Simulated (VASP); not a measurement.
# MgI2 (P-3m1) in VASP: notebook, part 2 of 2

VASP 6.6.1. The steps go on from the part before.

## 3. Single point, r2SCAN (epitaxial xy strain +1.5%)

Contents of POSCAR:

```
MgI2
1.0
    4.2195712777      0.0000000000      0.0000000000
   -2.1097856388      3.6542559196      0.0000000000
    0.0000000000      0.0000000000      6.8217752176
Mg I
1 2
Direct
    0.0000000000      0.0000000000      0.0000000000
    0.3333333333      0.6666666667      0.2413693008
    0.6666666667      0.3333333333      0.7586306992
```

Contents of INCAR.step1:

```
ALGO     = Normal         # electronic algorithm
EDIFF    = 1E-4           # SCF threshold, eV
ENCUT    = 520            # plane-wave cutoff, eV
GGA      = PE             # functional
ISMEAR   = 0              # smearing method
LASPH    = True           # aspherical terms in the spheres
LCHARG   = False          # write CHGCAR
LREAL    = False          # projectors in reciprocal space
LWAVE    = True           # write WAVECAR
NBANDS   = 15             # bands
NELM     = 60             # most SCF steps
PREC     = Accurate       # precision mode
SIGMA    = 0.01           # smearing width, eV
```

Contents of INCAR.step2:

```
ALGO     = Normal         # electronic algorithm
EDIFF    = 1E-6           # SCF threshold, eV
ENCUT    = 520            # plane-wave cutoff, eV
ISIF     = 2              # what is computed and relaxed
ISMEAR   = 0              # smearing method
ISTART   = 1            
LASPH    = True           # aspherical terms in the spheres
LCHARG   = False          # write CHGCAR
LMIXTAU  = True         
LREAL    = False          # projectors in reciprocal space
LWAVE    = False          # write WAVECAR
METAGGA  = R2SCAN         # meta-GGA
NBANDS   = 15             # bands
NELM     = 60             # most SCF steps
PREC     = Accurate       # precision mode
SIGMA    = 0.01           # smearing width, eV
```

Contents of KPOINTS:

```
k-points
0
Gamma
  12 12 4
```

Potentials or basis: VASP PAW PBE potentials, release 64 (Mg, I).

Launch:

```
cat potpaw_PBE.64/Mg/POTCAR potpaw_PBE.64/I/POTCAR > POTCAR
cp INCAR.step1 INCAR
mpirun -np 1 vasp_std > vasp.out
cp INCAR.step2 INCAR
mpirun -np 1 vasp_std > vasp.out
```

OUTCAR:

```text
EDIFF = 1E-6
   ENCUT = 520
   ISIF = 2
   ISMEAR = 0
   ISTART = 1
   LASPH = True
   LREAL = False
   METAGGA = R2SCAN
   NELM = 60
   PREC = Accurate

 ion  position               nearest neighbor table
   1  0.000  0.000  0.000-   2 2.94   3 2.94   3 2.94   2 2.94   3 2.94   2 2.94
   2  0.333  0.667  0.241-   1 2.94   1 2.94   1 2.94
   3  0.667  0.333  0.759-   1 2.94   1 2.94   1 2.94

  LATTYP: Found a hexagonal cell.
 ALAT       =     4.2195712777
 C/A-ratio  =     1.6166986570

  Lattice vectors:

 A1 = (   4.2195712777,   0.0000000000,   0.0000000000)
 A2 = (  -2.1097856388,   3.6542559196,   0.0000000000)
 A3 = (   0.0000000000,   0.0000000000,   6.8217752176)

Analysis of symmetry for initial positions (statically):
=====================================================================
 Subroutine PRICEL returns:
 Original cell was already a primitive cell.

 Routine SETGRP: Setting up the symmetry group for a
 hexagonal supercell.

 Subroutine GETGRP returns: Found 12 space group operations
 (whereof 12 operations were pure point group operations)
 out of a pool of 24 trial point group operations.

The static configuration has the point symmetry D_3d.

Analysis of symmetry for dynamics (positions and initial velocities):
=====================================================================
 Subroutine PRICEL returns:
 Original cell was already a primitive cell.

 Routine SETGRP: Setting up the symmetry group for a
 hexagonal supercell.

 Subroutine GETGRP returns: Found 12 space group operations
 (whereof 12 operations were pure point group operations)
 out of a pool of 24 trial point group operations.

The dynamic configuration has the point symmetry D_3d.

 Subroutine INISYM returns: Found 12 space group operations
 (whereof 12 operations are pure point group operations),
 and found     1 'primitive' translations

[... 121 lines left out ...]
   METAGGA = R2SCAN    functional components
   LHFCALC =     F    Hartree Fock is set to
   AEXX    =    0.0000 exact exchange contribution
   IVDW    =     0    specifies the selected vdW correction
   LEPSILON=     F    determine dielectric tensor
   LRPA    =     F    only Hartree local field effects (RPA)
 non-spin polarized calculation
 Gauss-broadening in eV      SIGMA  =   0.01
  energy-cutoff  :      520.00
  volume of cell :      105.19
 maximum number of plane-waves:      2853
   NGX = 15   NGY = 15   NGZ = 25

 number of electron      16.0000000 magnetization

 Free energy of the ion-electron system (eV)
  ---------------------------------------------------
  ext. energy  EPLUGINS =         0.00000000
  ---------------------------------------------------
  free energy    TOTEN  =       -56.92485367 eV

  energy without entropy =      -56.92485367  energy(sigma->0) =      -56.92485367

 E-fermi :   1.9611     XC(G=0):  -8.4594

 val. band max:        1.8977174082   @ k =   0.0000   0.0000   0.0000
 cond. band min:       5.8767842760   @ k =   0.5000   0.0000   0.2500
 fundamental gap:      3.9790668678
 Fermi energy:         1.9611075686

 k-point     1 :       0.0000    0.0000    0.0000
  band No.  band energies     occupation
      1     -10.5620      2.00000
      2      -9.8052      2.00000
      3      -1.6253      2.00000
      4       1.2350      2.00000
      5       1.2350      2.00000
      6       1.6445      2.00000
      7       1.6445      2.00000
      8       1.8977      2.00000
      9       6.1404      0.00000
     10       7.1024      0.00000
     11       8.9577      0.00000
     12       8.9577      0.00000
     13      10.0687      0.00000
     14      10.4951      0.00000
[... 401 lines left out ...]
      2      -9.8226      2.00000
      3      -1.1987      2.00000
      4       0.4486      2.00000
      5       0.6591      2.00000
      6       1.0004      2.00000
      7       1.4893      2.00000
      8       1.5242      2.00000
      9       6.8949      0.00000
     10       7.9916      0.00000
     11       8.8702      0.00000
     12       9.3877      0.00000
     13       9.4614      0.00000
     14      10.1276      0.00000
     15      10.6181      0.00000

 [... further k-points ...]
[... 5 lines left out ...]
  --------------------------------------------------------------------------------------
  -------------------------------------------------------------------------------------
  Total       -0.2638930     -0.2638930      0.3459568     -0.0000000      0.0000000      0.0000000
  in kB       -4.0195159     -4.0195159      5.2694807     -0.0000000      0.0000000      0.0000000
  external PRESSURE =      -0.9231837 kB  Pullay stress =       0.0000000 kB

 VOLUME and BASIS-vectors are now :
 -----------------------------------------------------------------------------
  energy-cutoff  :      520.00
  volume of cell :      105.19
      direct lattice vectors                 reciprocal lattice vectors
     4.219571278  0.000000000  0.000000000     0.236990901  0.136826761  0.000000000
    -2.109785639  3.654255920  0.000000000     0.000000000  0.273653521  0.000000000
     0.000000000  0.000000000  6.821775218     0.000000000  0.000000000  0.146589409

 POSITION                                       TOTAL-FORCE (eV/Angst)
 -----------------------------------------------------------------------------------
      0.00000      0.00000      0.00000         0.000000      0.000000      0.000000
     -0.00000      2.43617      1.64657         0.000000      0.000000     -0.040887
      2.10979      1.21809      5.17521        -0.000000      0.000000      0.040887
 -----------------------------------------------------------------------------------
    total drift:                                0.000000     -0.000000      0.000000

  FREE ENERGIE OF THE ION-ELECTRON SYSTEM (eV)
  ---------------------------------------------------
  free  energy   TOTEN  =       -56.9248536707 eV

  energy  without entropy=      -56.9248536707  energy(sigma->0) =      -56.92485367
```

Run time: 4.7 min. Hardware: 1 thread of Intel Xeon Platinum 8259CL at 2.50GHz (Skylake/Cascade Lake), shared host; peak memory 0.31 GiB.

What came out:

* Free energy: -56.9249 eV
* Pressure: -0.1 GPa
* Largest force: 0.041 eV/Å
* Band gap on the k mesh: 3.98 eV (least direct gap 4.24 eV)

Forces in eV/Å, atoms in the order of the input:
```
Mg   0.000  0.000  0.000
I    0.000  0.000 -0.041
I    0.000  0.000  0.041
```

Caveat: the cell differs from its parent crystal (epitaxial xy strain +1.5%); the PAW data sets were made with another functional, which shifts forces and pressure a little; spin-orbit coupling is left out, which moves the levels of the heavy elements. A k mesh can miss the band edges.
